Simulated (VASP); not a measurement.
Crystal: PbSe.

```xyz
4
Lattice="5.1741 0.0000 0.0000 -2.5871 4.4809 0.0000 0.0000 0.0000 6.3080" Properties=species:S:1:pos:R:3 pbc="T T T"
Pb    0.0000    2.9873   -0.4791
Pb    2.5871    1.4936    2.6749
Se    0.0000    2.9873    2.8446
Se    2.5871    1.4936    5.9986
```

This cell differs from its parent crystal: uniaxial z strain +1.5%.

Base run:

* Program: VASP 6.6.1
* Functional: r2SCAN
* Potentials or basis: VASP PAW PBE potentials, release 64 (Pb_d, Se)
* Cutoff: 520 eV
* k mesh: 6 × 6 × 4
* Occupations: gaussian, width 0.01 eV
* Spin: no spin polarisation

Its results: band gap on the k mesh 1.59 eV; pressure -0.3 GPa.

Question: The run is repeated on the same cell with these changes: functional from r2SCAN to PBE; occupations from gaussian, width 0.01 eV to fermi-dirac, width 0.02 eV. What comes out?

Answer: Band gap on the k mesh 1.28 eV; pressure 0.5 GPa.

Caveats: spin-orbit coupling is left out, which moves the levels of the heavy elements; the PAW data sets were made with another functional, which shifts forces and pressure a little (at least some runs).

A k mesh can miss the band edges.
